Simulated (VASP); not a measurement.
Write the native input for VASP 6.6.1 that does the following.

```
Task                   : single point
Functional             : PBE
Potentials or basis    : VASP PAW PBE potentials, release 64 (Si, C)
Cutoff                 : 520 eV
k mesh                 : 12 × 12 × 4
Occupations            : gaussian, width 0.05 eV
Spin                   : no spin polarisation
Dipole correction      : no
Further INCAR settings : ALGO = Normal; EDIFF = 1e-07; NBANDS = 26
```

The structure of SiC lies in POSCAR:

```
SiC
1.0
    3.0799284019     -0.0371851847     -0.2591231965
   -1.5721675155      2.6248174474      0.2804089658
   -0.8483014873      0.5702312845     10.4461131050
Si C
4 4
Direct
    0.7148102886      0.4160234282      0.9436317316
    0.3265217650      0.7001606750      0.4199592065
    0.1130574121      0.0072560129      0.6748386666
   -0.0496207854     -0.0201883928      0.2068295327
    0.6444416753      0.4085810648      0.7751326597
    0.2580721855      0.5990916001      0.2382107440
    0.0183985798     -0.0014742059      0.4754003564
   -0.0256811208     -0.1094501823      0.0179951026
```

This cell differs from its parent crystal: atoms moved at random and the cell strained at random.

One way to write it, as run:

INCAR

```
SYSTEM = SiC
PREC = Accurate ; ENCUT = 520
EDIFF = 1E-7 ; ISMEAR = 0
SIGMA = 0.05 ; LREAL = .FALSE.
LASPH = .TRUE. ; NELM = 100
ALGO = Normal ; ISIF = 2
LWAVE = .FALSE. ; LCHARG = .FALSE.
GGA = PE ; NBANDS = 26
```

KPOINTS

```
Automatic mesh
0
G
  12 12 4
  0 0 0
```

Potentials or basis: VASP PAW PBE potentials, release 64 (Si, C).

Run with:

```sh
$ cat potpaw_PBE.64/Si/POTCAR potpaw_PBE.64/C/POTCAR > POTCAR
$ mpirun -np 1 vasp_std > vasp.out
```

It gave:

```json
{
 "Pressure": "19.2 GPa",
 "Largest force": "13.441 eV/Å",
 "Band gap on the k mesh": "zero (bands 16 and 17 overlap by 1.02 eV)"
}
```

Caveat: the cell differs from its parent crystal (atoms moved at random and the cell strained at random); the stress differs along the axes, from 8 to 38 GPa; forces of over 1 eV/Å act on the atoms, so gaps and moduli don't describe the material at rest.

It took 4 min on 1 thread of Intel(R) Xeon(R) 6975P-C (Granite Rapids), with other jobs on the host, peak memory 0.54 GiB.
